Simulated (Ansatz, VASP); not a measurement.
**Two plane-wave programs on CsH**

File INCAR:

```
PREC = Accurate ; ENCUT = 520
EDIFF = 1E-7 ; ISMEAR = 0
SIGMA = 0.02 ; LREAL = False
LASPH = True ; NELM = 60
ALGO = Normal ; ISIF = 2
LWAVE = False ; LCHARG = False
NBANDS = 18
```

File KPOINTS:

```
Automatic mesh
0
Gamma
  6 6 6
```

Contents of POSCAR:

```
CsH
1.0
    3.1121405956      3.1121405956      0.0000000000
   -3.1121405956      3.1121405956      0.0000000000
    0.0000000000      0.0000000000      6.2242811912
Cs H
2 2
Direct
    0.0000000000      0.0000000000      0.0000000000
    0.5000000000      0.5000000000      0.5000000000
    0.5000000000      0.5000000000      0.0000000000
    0.0000000000      0.0000000000      0.5000000000
```

Input for Ansatz:

```yaml
crystal:
  lattice:
    - [3.1121405956, 3.1121405956, 0.0]
    - [-3.1121405956, 3.1121405956, 0.0]
    - [0.0, 0.0, 6.2242811912]
  atoms:
    - { symbol: Cs, position: [0.0, 0.0, 0.0] }
    - { symbol: Cs, position: [0.5, 0.5, 0.5] }
    - { symbol: H, position: [0.5, 0.5, 0.0] }
    - { symbol: H, position: [0.0, 0.0, 0.5] }
basis:
  ecutwfc: 420
kpoints:
  mp_grid: { grid: [6, 6, 6] }
hamiltonian:
  xc: lda
scf:
  occupations: { method: gaussian, width: 0.02 }
output:
  forces: true
  stress: true
  eigenvalues: true
```

Change from the starting cell: equal strain along all axes, cell held, atoms relaxed: +2.0 %.

Alike in both runs: task single point; functional LDA; k mesh 6 × 6 × 6; occupations gaussian, width 0.02 eV; no spin polarisation.

```csv
,VASP,Ansatz
version,VASP 6.6.1,Ansatz 0.2.0
potentials or method,"VASP PAW LDA potentials, release 64 (Cs_sv, H), cutoff 520 eV","scalar-relativistic, plane waves, PAW"
valence electrons in the cell,20,20
```

Ansatz gave:

```
gap on the k mesh at the Fermi level (eV) : 1.85
least direct gap on the mesh (eV)         : 1.85
pressure (GPa)                            : -0.7
```

Question: Estimate VASP's values.

Answer: gap on the k mesh at the Fermi level (eV): 1.83; least direct gap on the mesh (eV): 1.83; pressure (GPa): -0.6.

LDA's correlation is that of Perdew and Zunger in VASP and of Perdew and Wang (1992) in Ansatz.

Spin-orbit coupling is off throughout.
